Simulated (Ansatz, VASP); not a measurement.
**One calculation of Te, two programs**

POSCAR

```
Te
1.0
    4.4712579917      0.0000000000      0.0000000000
   -2.2356289959      3.8722230077      0.0000000000
    0.0000000000      0.0000000000      5.9487466911
Te
3
Direct
    0.2641920560      0.0000000000      0.3333333333
    0.0000000000      0.2641920560      0.6666666667
    0.7358079440      0.7358079440      0.0000000000
```

The input INCAR.step1:

```
  ALGO = Normal
  EDIFF = 1E-4
  ENCUT = 520
  GGA = PE
  ISMEAR = 0
  LASPH = True
  LCHARG = False
  LREAL = False
  LWAVE = True
  NBANDS = 16
  NELM = 60
  PREC = Accurate
  SIGMA = 0.01
```

Contents of INCAR.step2:

```
  ALGO = Normal
  EDIFF = 1E-7
  ENCUT = 520
  ISIF = 2
  ISMEAR = 0
  ISTART = 1
  LASPH = True
  LCHARG = False
  LMIXTAU = True
  LREAL = False
  LWAVE = False
  METAGGA = R2SCAN
  NBANDS = 16
  NELM = 60
  PREC = Accurate
  SIGMA = 0.01
```

File KPOINTS:

```
k-points
0
Gamma
  6 6 4
```

Input for Ansatz:

```yaml
crystal:
  lattice:
    - [4.4712579917, 0.0, 0.0]
    - [-2.2356289959, 3.8722230077, 0.0]
    - [0.0, 0.0, 5.9487466911]
  atoms:
    - { symbol: Te, position: [0.264192056, 0.0, 0.3333333333] }
    - { symbol: Te, position: [0.0, 0.264192056, 0.6666666667] }
    - { symbol: Te, position: [0.735807944, 0.735807944, 0.0] }
kpoints:
  mp_grid: { grid: [6, 6, 4] }
  band_path:
    path:
      - [0.0, 0.0, 0.0]
      - [0.5, 0.0, 0.0]
      - [0.3333333333, 0.3333333333, 0.0]
      - [0.0, 0.0, 0.5]
      - [0.5, 0.0, 0.5]
      - [0.3333333333, 0.3333333333, 0.5]
      - [0.333333, 0.333333, 0.470052]
    npoints: 1
hamiltonian:
  xc: r2scan
scf:
  occupations: { method: fixed }
  n_extra_bands: 4
output:
  forces: true
  stress: true
  eigenvalues: true
  write_density: true
  write_potential: true
  elf: true
  volumetric_format: npy
```

Alike in both runs: task single point; functional r2SCAN; k mesh 6 × 6 × 4; no spin polarisation.

|  | VASP | Ansatz |
| --- | --- | --- |
| version | VASP 6.6.1 | Ansatz 0.2.0 |
| potentials or method | VASP PAW PBE potentials, release 64 (Te) | plane waves, PAW |
| plane-wave cutoff (eV) | 520 | 500 |
| occupations | gaussian, width 0.01 eV | fixed |
| valence electrons in the cell | 18 | 48 |

|  | VASP | Ansatz | Ansatz less VASP |
| --- | --- | --- | --- |
| gap on the k mesh at the Fermi level (eV) | 0.33 | 0.36 | +0.031 |
| pressure (GPa) | 0.9 | 0.8 | -0.03 |
| traceless stress, the component that is largest in VASP (GPa) | -0.10 | -0.13 | -0.032 |
| rms of the force components (eV/Å) | 0.000 | 0.016 | +0.0155 |

VASP's potentials were made for PBE, not for r2SCAN. Atom by atom the forces differ by 0.016 eV/Å (rms over components). VASP's potentials hold 18 valence electrons a cell and Ansatz's 48, so a difference there can come from the potentials and not from the codes.

Neither program's run includes spin-orbit coupling.
